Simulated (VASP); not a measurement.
Wanted: the native input for a VASP 6.6.1 run.

```
Task                   : single point
Functional             : LDA
Potentials or basis    : VASP PAW LDA potentials, release 64 (Sn_d, O)
Cutoff                 : 520 eV
k mesh                 : 6 × 6 × 8
Occupations            : gaussian, width 0.05 eV
Spin                   : no spin polarisation
Dipole correction      : no
Further INCAR settings : ALGO = Normal; EDIFF = 1e-07; NBANDS = 35
```

The structure of SnO2 lies in POSCAR:

```
SnO2
1.0
    4.7201335122      0.0000000000      0.0000000000
    0.0000000000      4.7206343096      0.0000000000
    0.0000000000      0.0000000000      3.4120402756
Sn O
2 4
Direct
    0.5000000000      0.5000000000      0.5007371719
    0.0000000000      0.0000000000     -0.0007371719
    0.3059920350      0.3061675039     -0.0047039304
    0.8059920350      0.1938324961      0.5047039304
    0.1940079650      0.8061675039      0.5047039304
    0.6940079650      0.6938324961     -0.0047039304
```

This cell differs from its parent crystal: atoms displaced along a vibrational mode, the cell strained.

The input as run:

INCAR

```
ALGO = Normal
EDIFF = 1E-7
ENCUT = 520
ISIF = 2
ISMEAR = 0
LASPH = T
LCHARG = F
LREAL = F
LWAVE = F
NBANDS = 35
NELM = 60
PREC = Accurate
SIGMA = 0.05
```

KPOINTS

```
k-points
0
Gamma
  6 6 8
```

Potentials or basis: VASP PAW LDA potentials, release 64 (Sn_d, O).

The run is started by

```console
$ cat potpaw_LDA.64/Sn_d/POTCAR potpaw_LDA.64/O/POTCAR > POTCAR
$ mpirun -np 1 vasp_std > vasp.out
```

It gave:

```
Pressure               : -12.8 GPa
Largest force          : 0.336 eV/Å
Band gap on the k mesh : 0.26 eV
```

Caveat: the cell differs from its parent crystal (atoms displaced along a vibrational mode, the cell strained); the stress differs along the axes, from -23 to -8 GPa; semilocal functionals underestimate gaps, and a narrow one can read as zero; spin-orbit coupling is left out, which moves the levels of the heavy elements.

It took 4.8 min on 1 thread of Intel Xeon 8259CL, on a shared host, peak memory 0.27 GiB.
